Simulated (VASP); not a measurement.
# Os (P6_3/mmc) in VASP: notebook, part 2 of 2

VASP 6.6.1.

## Step 5: Relaxation of cell and atoms, PBE

Input file INCAR:

```
SYSTEM = Os
PREC = Accurate ; ENCUT = 600
EDIFF = 1E-7 ; ISMEAR = 0
SIGMA = 0.1 ; LREAL = .False.
LASPH = .True. ; NELM = 120
ALGO = Normal ; ISIF = 3
LWAVE = .False. ; LCHARG = .False.
GGA = PE ; IBRION = 2
NSW = 100 ; EDIFFG = -0.002
GGA_COMPAT = .False. ; NELMIN = 4
```

Input file KPOINTS:

```
Automatic mesh
0
Gamma
  18 18 10
  0 0 0
```

Input file POSCAR:

```
Os
1.0
    2.7507148815      0.0000000000      0.0000000000
   -1.3753574408      2.3821889660      0.0000000000
    0.0000000000      0.0000000000      4.3544298552
Os
2
Direct
    0.3333333333      0.6666666667      0.2500000000
    0.6666666667      0.3333333333      0.7500000000
```

Potentials or basis: VASP PAW PBE potentials, release 64 (Os).

Launch:

```sh
$ cat potpaw_PBE.64/Os/POTCAR > POTCAR
$ mpirun -np 1 vasp_std > vasp.out
```

OUTCAR:

```text
SYSTEM = Os
   PREC = Accurate
   ENCUT = 600
   EDIFF = 1E-7
   ISMEAR = 0
   LREAL = .False.
   LASPH = .True.
   NELM = 120
   ISIF = 3
   GGA = PE
   IBRION = 2
   NSW = 100
   EDIFFG = -0.002
   NELMIN = 4

 ion  position               nearest neighbor table
   1  0.333  0.667  0.250-   2 2.69   2 2.69   2 2.69   2 2.69   2 2.69   2 2.69
   2  0.667  0.333  0.750-   1 2.69   1 2.69   1 2.69   1 2.69   1 2.69   1 2.69

  LATTYP: Found a hexagonal cell.
 ALAT       =     2.7507148815
 C/A-ratio  =     1.5830175219

  Lattice vectors:

 A1 = (   2.7507148815,   0.0000000000,   0.0000000000)
 A2 = (  -1.3753574408,   2.3821889660,   0.0000000000)
 A3 = (   0.0000000000,   0.0000000000,   4.3544298552)

Analysis of symmetry for initial positions (statically):
[... 379 lines left out ...]
      4       6.1972      2.00000
      5       6.4417      2.00000
      6       7.0101      2.00000
      7       7.0101      2.00000
      8       7.6459      2.00000
      9       7.6459      2.00000
     10       9.1856      0.75160
     11      10.7979      0.00000
     12      10.7979      0.00000
[... 331 lines left out ...]
 k-point    24 :       0.3889    0.1111    0.0000
  band No.  band energies     occupation
      1       2.5227      2.00000
      2       2.6247      2.00000
      3       2.9779      2.00000
      4       5.6540      2.00000
      5       5.7181      2.00000
      6       6.6030      2.00000
      7       7.2882      2.00000
      8      10.6936      0.00000
      9      11.1117      0.00000
     10      11.5767      0.00000
     11      12.9515      0.00000
     12      15.9231      0.00000

 [... further k-points ...]

------------------------ aborting loop because EDIFF is reached ----------------------------------------

  FORCE on cell =-STRESS in cart. coord.  units (eV):
  Direction    XX          YY          ZZ          XY          YZ          ZX
  --------------------------------------------------------------------------------------
  -------------------------------------------------------------------------------------
  Total        0.0033321      0.0033321      0.0000526     -0.0000000      0.0000000      0.0000000
  in kB        0.1869824      0.1869824      0.0029530     -0.0000000      0.0000000      0.0000000
  external PRESSURE =       0.1256393 kB  Pullay stress =       0.0000000 kB
[... 17 lines left out ...]
  FREE ENERGIE OF THE ION-ELECTRON SYSTEM (eV)
  ---------------------------------------------------
  free  energy   TOTEN  =       -22.5006783627 eV

  energy  without entropy=      -22.4929943652  energy(sigma->0) =      -22.49683636

 reached required accuracy - stopping structural energy minimisation
```

OSZICAR:

```text
N       E                     dE             d eps       ncg     rms          rms(c)
DAV:   1     0.117606796351E+03    0.11761E+03   -0.83192E+03  5328   0.144E+03
DAV:   2    -0.151871478076E+02   -0.13279E+03   -0.12064E+03  5540   0.420E+02
[... 44 lines left out ...]
   5 F= -.22500678E+02 E0= -.22496835E+02  d E =-.122764E-04
       N       E                     dE             d eps       ncg     rms          rms(c)
DAV:   1    -0.225006786724E+02   -0.31118E-06   -0.68838E-06  5368   0.229E-02    0.407E-03
DAV:   2    -0.225006784620E+02    0.21036E-06   -0.10514E-07  3660   0.432E-03    0.154E-03
DAV:   3    -0.225006783573E+02    0.10466E-06   -0.96460E-08  2680   0.266E-03    0.547E-04
DAV:   4    -0.225006783627E+02   -0.54015E-08   -0.13810E-08  2668   0.210E-03
   6 F= -.22500678E+02 E0= -.22496836E+02  d E =-.122419E-04
```

Run time: 3.6 min. Hardware: 1 thread of Intel Xeon 8259CL, shared host; peak memory 0.23 GiB.

Results:

```
Free energy                           : -22.5007 eV
Relaxed volume                        : 14.28 Å³/atom
Relaxed cell                          : a = 2.753 Å, b = 2.753 Å, c = 4.350 Å, α = 90.00°, β = 90.00°, γ = 120.00°
Space group after relaxing (to 0.1 Å) : P6_3/mmc (No. 194)
Energy gained by relaxing             : 0.1 meV/atom
Ionic steps                           : 6
Pressure after relaxing               : 0.0 GPa
Band gap on the k mesh                : zero (bands 8 and 9 overlap by 3.80 eV)
```

The path:
| step | energy change (eV) | largest force (eV/Å) | pressure (GPa) | volume (Å³) |
| --- | --- | --- | --- | --- |
| 1 | 0.0000 | 0.0000 | 0.24 | 28.53 |
| 2 | 0.0002 | 0.0000 | -0.91 | 28.62 |
| 3 | -0.0001 | 0.0000 | -0.17 | 28.56 |
| 4 | 0.0000 | 0.0000 | 0.49 | 28.52 |
| 5 | -0.0001 | 0.0000 | 0.03 | 28.55 |
| 6 | -0.0001 | 0.0000 | 0.01 | 28.55 |

Final structure:
```xyz
2
Lattice="2.7529 0.0000 0.0000 -1.3764 2.3841 0.0000 0.0000 0.0000 4.3503" Properties=species:S:1:pos:R:3 pbc="T T T"
Os    0.0000    1.5894    1.0876
Os    1.3764    0.7947    3.2627
```

Caveat: spin-orbit coupling is left out, which moves the levels of the heavy elements.

## Step 6: Summary

```csv
task,cell,smearing,gap on the mesh (eV),pressure (GPa)
single point,"a = 2.754, b = 2.754, c = 4.349 Å, angles 90.0, 90.0, 120.0°, 2 atoms",fermi-dirac 0.15 eV,none,0.0
single point,"a = 2.774, b = 2.774, c = 4.375 Å, angles 90.0, 90.0, 120.0°, 2 atoms",fermi-dirac 0.15 eV,none,-7.6
relaxation of shape and atoms at fixed volume,"relaxed from a = 2.736, b = 2.736, c = 4.320 Å, angles 90.0, 90.0, 120.0°, 2 atoms",fermi-dirac 0.15 eV,none,8.6
relaxation of cell and atoms,"relaxed from a = 2.751, b = 2.751, c = 4.354 Å, angles 90.0, 90.0, 120.0°, 2 atoms",gaussian 0.1 eV,none,0.0
```

Alike in all rows: level PBE; potentials or basis VASP PAW PBE potentials, release 64 (Os); no spin polarisation; k mesh 18 × 18 × 10; cutoff (eV) 600.

Caveats: spin-orbit coupling is left out, which moves the levels of the heavy elements; the cell stands under tension (at least some runs).

Absolute energies hang on the potentials; compare differences alone.
